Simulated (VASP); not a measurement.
Input of a VASP 6.6.1 run:

Contents of INCAR:

```
SYSTEM = Ge
  PREC = Accurate
  ENCUT = 520
  EDIFF = 1E-7
  ISMEAR = 0
  SIGMA = 0.1
  LREAL = .FALSE.
  LASPH = .TRUE.
  NELM = 60
  ALGO = Normal
  ISIF = 2
  LWAVE = .FALSE.
  LCHARG = .TRUE.
  GGA = PE
  LELF = .TRUE.
  LVHAR = .TRUE.
  NBANDS = 66
```

Contents of KPOINTS:

```
regular mesh
0
G
  6 6 6
  0 0 0
```

Contents of POSCAR:

```
Ge
1.0
    5.0056354794      2.8900049915      1.9908730968
   -5.0056354794      2.8900049915      1.9908730968
    0.0000000000     -5.7800099829      1.9908730968
Ge
8
Direct
    0.7142042910      0.7142042910      0.7142042910
    0.2857957090      0.2857957090      0.2857957090
    0.0269915188      0.7228863764      0.5299820778
    0.5299820778      0.0269915188      0.7228863764
    0.7228863764      0.5299820778      0.0269915188
    0.9730084812      0.2771136236      0.4700179222
    0.4700179222      0.9730084812      0.2771136236
    0.2771136236      0.4700179222      0.9730084812
```

Potentials or basis: VASP PAW PBE potentials, release 64 (Ge_d).

Command:

```bash
$ cat potpaw_PBE.64/Ge_d/POTCAR > POTCAR
$ mpirun -np 1 vasp_std > vasp.out
```

Problem. Estimate the band gap on the k mesh.

Solution. Zero (bands 56 and 57 overlap by 0.51 eV).

Problem. What does it give for the pressure?

Solution. 0.0 GPa.

Problem. Predict the largest force.

Solution. 0.005 eV/Å.

Forces on the atoms (eV/Å):
```
Ge   0.000  0.000  0.005
Ge   0.000  0.000 -0.005
Ge   0.004  0.001 -0.002
Ge  -0.003  0.003 -0.002
Ge  -0.001 -0.004 -0.002
Ge  -0.004 -0.001  0.002
Ge   0.003 -0.003  0.002
Ge   0.001  0.004  0.002
```

Caveat: semilocal functionals underestimate gaps, and a narrow one can read as zero.
